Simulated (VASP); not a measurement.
# KTaO3 (P4/mmm) in VASP: a series of runs

The runs below take KTaO3 through single point, with PBE, r2SCAN.

All numbers are computed with VASP 6.6.1; they aren't measurements. Logs are shortened: lines on timing, memory, paths and dates and some standing lists are left out, and cuts for length are marked.

### Step 1. The cell of the first run

Symmetry: P4/mmm, No. 123, tetragonal system. The conventional cell has a = 4.070 Å, b = 4.070 Å, c = 3.963 Å, α = 90.00°, β = 90.00°, γ = 90.00°. Within 3.7 Å of K (site symmetry 4/mmm) lie 12 O at 2.84 to 2.88 Å and 8 Ta at 3.49 Å. Ta (site symmetry 4/mmm) has 6 O at 1.98 to 2.03 Å within 2.6 Å. O (site symmetry 4/mmm) has 2 Ta at 1.98 Å within 2.6 Å. Within 2.7 Å of O (site symmetry mmm) lie 2 Ta at 2.03 Å.

### Step 2. Single point, PBE (epitaxial xy strain +2.0%)

INCAR

```
ALGO = Normal
EDIFF = 1E-6
ENCUT = 520
GGA = PE
ISIF = 2
ISMEAR = -1
LASPH = T
LCHARG = F
LREAL = F
LWAVE = F
NBANDS = 27
NELM = 60
PREC = Accurate
SIGMA = 0.02
```

KPOINTS

```
k-points
0
Gamma
  6 6 6
```

POSCAR

```
KTaO3
1.0
    4.0699337251      0.0000000000      0.0000000000
    0.0000000000      4.0699337251      0.0000000000
    0.0000000000      0.0000000000      3.9633012870
K Ta O
1 1 3
Direct
    0.0000000000      0.0000000000      0.0000000000
    0.5000000000      0.5000000000      0.5000000000
    0.5000000000      0.5000000000      0.0000000000
    0.5000000000      0.0000000000      0.5000000000
    0.0000000000      0.5000000000      0.5000000000
```

Potentials or basis: VASP PAW PBE potentials, release 64 (K_sv, Ta_pv, O).

Run with:

```bash
$ cat potpaw_PBE.64/K_sv/POTCAR potpaw_PBE.64/Ta_pv/POTCAR potpaw_PBE.64/O/POTCAR > POTCAR
$ mpirun -np 1 vasp_std > vasp.out
```

OUTCAR:

```text
EDIFF = 1E-6
   ENCUT = 520
   GGA = PE
   ISIF = 2
   ISMEAR = -1
   LASPH = T
   LREAL = F
   NELM = 60
   PREC = Accurate

 ion  position               nearest neighbor table
   1  0.000  0.000  0.000-   4 2.84   5 2.84   4 2.84   5 2.84   5 2.84   5 2.84   4 2.84   4 2.84
                             3 2.88   3 2.88   3 2.88   3 2.88   2 3.49   2 3.49   2 3.49   2 3.49
   2  0.500  0.500  0.500-   3 1.98   3 1.98   5 2.03   4 2.03   4 2.03   5 2.03   1 3.49   1 3.49
                             1 3.49   1 3.49   1 3.49   1 3.49   1 3.49   1 3.49
   3  0.500  0.500  0.000-   2 1.98   2 1.98   1 2.88   1 2.88   1 2.88   1 2.88
   4  0.500  0.000  0.500-   2 2.03   2 2.03   1 2.84   1 2.84   1 2.84   1 2.84
   5  0.000  0.500  0.500-   2 2.03   2 2.03   1 2.84   1 2.84   1 2.84   1 2.84

  LATTYP: Found a simple tetragonal cell.
 ALAT       =     4.0699337251
 C/A-ratio  =     0.9737999571

  Lattice vectors:

 A1 = (   4.0699337251,   0.0000000000,   0.0000000000)
 A2 = (   0.0000000000,   4.0699337251,   0.0000000000)
 A3 = (   0.0000000000,   0.0000000000,   3.9633012870)

Analysis of symmetry for initial positions (statically):
=====================================================================
 Subroutine PRICEL returns:
 Original cell was already a primitive cell.

 Routine SETGRP: Setting up the symmetry group for a
 simple tetragonal supercell.

 Subroutine GETGRP returns: Found 16 space group operations
 (whereof 16 operations were pure point group operations)
 out of a pool of 16 trial point group operations.

The static configuration has the point symmetry D_4h.

Analysis of symmetry for dynamics (positions and initial velocities):
=====================================================================
 Subroutine PRICEL returns:
 Original cell was already a primitive cell.

 Routine SETGRP: Setting up the symmetry group for a
 simple tetragonal supercell.

 Subroutine GETGRP returns: Found 16 space group operations
 (whereof 16 operations were pure point group operations)
 out of a pool of 16 trial point group operations.

The dynamic configuration has the point symmetry D_4h.

 Subroutine INISYM returns: Found 16 space group operations
 (whereof 16 operations are pure point group operations),
 and found     1 'primitive' translations

----------------------------------------------------------------------------------------

                                     Primitive cell

  volume of cell :      65.6496

  direct lattice vectors                    reciprocal lattice vectors
     4.069933725  0.000000000  0.000000000     0.245704247  0.000000000  0.000000000
     0.000000000  4.069933725  0.000000000     0.000000000  0.245704247  0.000000000
     0.000000000  0.000000000  3.963301287     0.000000000  0.000000000  0.252314908

  length of vectors
     4.069933725  4.069933725  3.963301287     0.245704247  0.245704247  0.252314908

  position of ions in fractional coordinates (direct lattice)
     0.000000000  0.000000000  0.000000000
     0.500000000  0.500000000  0.500000000
     0.500000000  0.500000000  0.000000000
     0.500000000  0.000000000  0.500000000
     0.000000000  0.500000000  0.500000000

  ion indices of the primitive-cell ions
   primitive index   ion index
                 1           1
                 2           2
                 3           3
                 4           4
                 5           5

----------------------------------------------------------------------------------------

 KPOINTS: k-points

Automatic generation of k-mesh.
 Grid dimensions read from file:
 generate k-points for:    6    6    6

 Generating k-lattice:

  Cartesian coordinates                     Fractional coordinates (reciprocal lattice)
     0.040950708  0.000000000  0.000000000     0.166666667  0.000000000  0.000000000
     0.000000000  0.040950708  0.000000000     0.000000000  0.166666667  0.000000000
     0.000000000  0.000000000  0.042052485     0.000000000  0.000000000  0.166666667

  Length of vectors
     0.040950708  0.040950708  0.042052485

  Shift w.r.t. Gamma in fractional coordinates (k-lattice)
     0.000000000  0.000000000  0.000000000

 Subroutine IBZKPT returns following result:
 ===========================================

 Found     40 irreducible k-points:

 Following reciprocal coordinates:
            Coordinates               Weight
  0.000000  0.000000  0.000000      1.000000
  0.166667  0.000000  0.000000      4.000000
  0.333333  0.000000  0.000000      4.000000
  0.500000  0.000000  0.000000      2.000000
  0.166667  0.166667  0.000000      4.000000
  0.333333  0.166667  0.000000      8.000000
[... 16 lines left out ...]
  0.333333  0.000000  0.333333      8.000000
  0.500000  0.000000  0.333333      4.000000
 [... further k-points ...]
   k-points           NKPTS =     40   k-points in BZ     NKDIM =     40   number of bands    NBANDS=     27
   number of dos      NEDOS =    301   number of ions     NIONS =      5
   total plane-waves  NPLWV =  27000
   dimension x,y,z NGX =    30 NGY =   30 NGZ =   30
   dimension x,y,z NGXF=    60 NGYF=   60 NGZF=   60
   ions per type =               1   1   3
   NGX,Y,Z   is equivalent  to a cutoff of  12.25, 12.25, 12.58 a.u.
   NGXF,Y,Z  is equivalent  to a cutoff of  24.51, 24.51, 25.17 a.u.
 SYSTEM =  unknown system
   PREC   = accura    normal or accurate (medium, high low for compatibility)
   ISTART =      0    job   : 0-new  1-cont  2-samecut
   ICHARG =      2    charge: 1-file 2-atom 10-const
   ISPIN  =      1    spin polarized calculation?
   LNONCOLLINEAR =      F non collinear calculations
   LSORBIT =      F    spin-orbit coupling
   LASPH  =      T    aspherical Exc in radial PAW
   ENCUT  =  520.0 eV  38.22 Ry    6.18 a.u.   7.57  7.57  7.37*2*pi/ulx,y,z
   NELM   =     60;   NELMIN=  2; NELMDL= -5     # of ELM steps
   EDIFF  = 0.1E-05   stopping-criterion for ELM
   LREAL  =      F    real-space projection
   EDIFFG = 0.1E-04   stopping-criterion for IOM
   NSW    =      0    number of steps for IOM
   IBRION =     -1    ionic relax: 0-MD 1-quasi-New 2-CG
   NFREE  =      0    steps in history (QN), initial steepest desc. (CG)
   ISIF   =      2    stress and relaxation
   ISYM   =      2    0-nonsym 1-usesym 2-fastsym
   POTIM  = 0.5000    time-step for ionic-motion
   TEBEG  =    0.0;   TEEND  =   0.0 temperature during run
   PSTRESS=    0.0 pullay stress
   NELECT =      38.0000    total number of electrons
   NUPDOWN=      -1.0000    fix difference up-down
   EMIN   =  10.00;   EMAX   =-10.00  energy-range for DOS
   EFERMI =   0.00;   METHOD = LEGACY
   ISMEAR =    -1;   SIGMA  =   0.02  broadening in eV -4-tet -1-fermi 0-gaus
   EFERMI_NEDOS =   21; number of points for ismear=-14 and -15
   IALGO  =     38    algorithm
   IMIX   =      4    mixing-type and parameters
     AMIX     =   0.40;   BMIX     =  1.00
     AMIX_MAG =   1.60;   BMIX_MAG =  1.00
  volume/ion in A,a.u.               =      13.13        88.61
  Fermi-wavevector in a.u.,A,eV,Ry     =   1.364349  2.578246 25.326536  1.861448
  Thomas-Fermi vector in A             =   2.490672
   LORBIT       =      0    0 simple, 1 ext, 2 COOP (PROOUT), +10 PAW based schemes
   GGA     = PE    functional components
   LHFCALC =     F    Hartree Fock is set to
   AEXX    =    0.0000 exact exchange contribution
   IVDW    =     0    specifies the selected vdW correction
   LEPSILON=     F    determine dielectric tensor
   LRPA    =     F    only Hartree local field effects (RPA)
 non-spin polarized calculation
  energy-cutoff  :      520.00
  volume of cell :       65.65
 maximum number of plane-waves:      1793
   NGX = 15   NGY = 15   NGZ = 15

 number of electron      37.9999989 magnetization

 Free energy of the ion-electron system (eV)
  ---------------------------------------------------
  ext. energy  EPLUGINS =         0.00000000
  ---------------------------------------------------
  free energy    TOTEN  =       -41.03366389 eV

  energy without entropy =      -41.03366389  energy(sigma->0) =      -41.03366389

 E-fermi :   2.0285     XC(G=0): -10.6964

 val. band max:        1.5969241910   @ k =   0.5000   0.5000   0.5000
 cond. band min:       3.6439634721   @ k =   0.0000   0.0000   0.0000
 fundamental gap:      2.0470392811
 Fermi energy:         2.0284611297

 k-point     1 :       0.0000    0.0000    0.0000
  band No.  band energies     occupation
      1     -32.7343      2.00000
      2     -32.6981      2.00000
      3     -32.6981      2.00000
      4     -25.7795      2.00000
      5     -15.9199      2.00000
      6     -15.2345      2.00000
[... 19 lines left out ...]
     26       9.5718      0.00000
     27       9.7091      0.00000

 k-point     2 :       0.1667    0.0000    0.0000
  band No.  band energies     occupation
      1     -32.7337      2.00000
      2     -32.7152      2.00000
      3     -32.6975      2.00000
      4     -25.7741      2.00000
      5     -15.8866      2.00000
      6     -15.1873      2.00000
[... 19 lines left out ...]
     26       9.8935      0.00000
     27      10.0614      0.00000

 k-point     3 :       0.3333    0.0000    0.0000
  band No.  band energies     occupation
      1     -32.7491      2.00000
      2     -32.7325      2.00000
      3     -32.6963      2.00000
      4     -25.7634      2.00000
      5     -15.8653      2.00000
      6     -15.1600      2.00000
[... 19 lines left out ...]
     26      10.5819      0.00000
     27      11.2577      0.00000

 k-point     4 :       0.5000    0.0000    0.0000
  band No.  band energies     occupation
      1     -32.7659      2.00000
      2     -32.7318      2.00000
      3     -32.6956      2.00000
      4     -25.7580      2.00000
      5     -15.8675      2.00000
      6     -15.1555      2.00000
[... 19 lines left out ...]
     26      10.9430      0.00000
     27      12.0457      0.00000
[... 516 lines left out ...]
      4     -25.7568      2.00000
      5     -15.5011      2.00000
      6     -14.9199      2.00000
[... 19 lines left out ...]
     26      11.0205      0.00000
     27      11.7291      0.00000

 k-point    23 :       0.3333    0.0000    0.3333
  band No.  band energies     occupation
      1     -32.8043      2.00000
      2     -32.7458      2.00000
      3     -32.6935      2.00000
      4     -25.7500      2.00000
      5     -15.3641      2.00000
      6     -14.7851      2.00000
[... 19 lines left out ...]
     26      11.7928      0.00000
     27      12.5078      0.00000

 k-point    24 :       0.5000    0.0000    0.3333
  band No.  band energies     occupation
      1     -32.8036      2.00000
      2     -32.7625      2.00000
      3     -32.6929      2.00000
      4     -25.7466      2.00000
      5     -15.3293      2.00000
      6     -14.7865      2.00000
[... 19 lines left out ...]
     26      12.1407      0.00000
     27      12.7385      0.00000

 [... further k-points ...]

------------------------ aborting loop because EDIFF is reached ----------------------------------------

  FORCE on cell =-STRESS in cart. coord.  units (eV):
  Direction    XX          YY          ZZ          XY          YZ          ZX
  --------------------------------------------------------------------------------------
  -------------------------------------------------------------------------------------
  Total       -1.4726998     -1.4726998      2.3184140      0.0000000      0.0000000      0.0000000
  in kB      -35.9412405    -35.9412405     56.5808951      0.0000000      0.0000000      0.0000000
  external PRESSURE =      -5.1005286 kB  Pullay stress =       0.0000000 kB

 VOLUME and BASIS-vectors are now :
 -----------------------------------------------------------------------------
  energy-cutoff  :      520.00
  volume of cell :       65.65
      direct lattice vectors                 reciprocal lattice vectors
     4.069933725  0.000000000  0.000000000     0.245704247  0.000000000  0.000000000
     0.000000000  4.069933725  0.000000000     0.000000000  0.245704247  0.000000000
     0.000000000  0.000000000  3.963301287     0.000000000  0.000000000  0.252314908

 POSITION                                       TOTAL-FORCE (eV/Angst)
 -----------------------------------------------------------------------------------
      0.00000      0.00000      0.00000         0.000000      0.000000      0.000000
      2.03497      2.03497      1.98165         0.000000      0.000000      0.000000
      2.03497      2.03497      0.00000         0.000000      0.000000      0.000000
      2.03497      0.00000      1.98165         0.000000      0.000000      0.000000
      0.00000      2.03497      1.98165         0.000000      0.000000      0.000000
 -----------------------------------------------------------------------------------
    total drift:                                0.000000      0.000000     -0.000000

  FREE ENERGIE OF THE ION-ELECTRON SYSTEM (eV)
  ---------------------------------------------------
  free  energy   TOTEN  =       -41.0336638912 eV

  energy  without entropy=      -41.0336638912  energy(sigma->0) =      -41.03366389
```

It took 29 s on 1 thread of Intel Xeon 6975P-C (Granite Rapids), shared host; peak memory 0.21 GiB.

What came out:

```
Free energy            : -41.0337 eV
Pressure               : -0.5 GPa
Band gap on the k mesh : 2.05 eV (least direct gap 2.68 eV)
```

Levels at points of the mesh, in eV from the valence-band top:
```
           k point  band 17  band 18  band 19  band 20  band 21  band 22
(0.00, 0.00, 0.00)    -0.65    -0.65    -0.63     2.05     2.08     2.08
(0.50, 0.00, 0.00)    -1.46    -0.92    -0.84     2.22     4.66     4.66
(0.50, 0.50, 0.00)    -1.60    -1.60    -0.04     4.69     4.69     5.87
(0.00, 0.00, 0.50)    -1.41    -0.83    -0.83     2.21     4.99     4.99
(0.50, 0.00, 0.50)    -1.34    -1.32    -0.08     4.70     5.02     6.12
(0.50, 0.50, 0.50)    -0.04    -0.04     0.00     5.99     6.23     6.23
```

Caveat: the cell differs from its parent crystal (epitaxial xy strain +2.0%); the stress differs along the axes, from -4 to 6 GPa; spin-orbit coupling is left out, which moves the levels of the heavy elements. A k mesh can miss the band edges.

(Continued in part 2 of 2.)
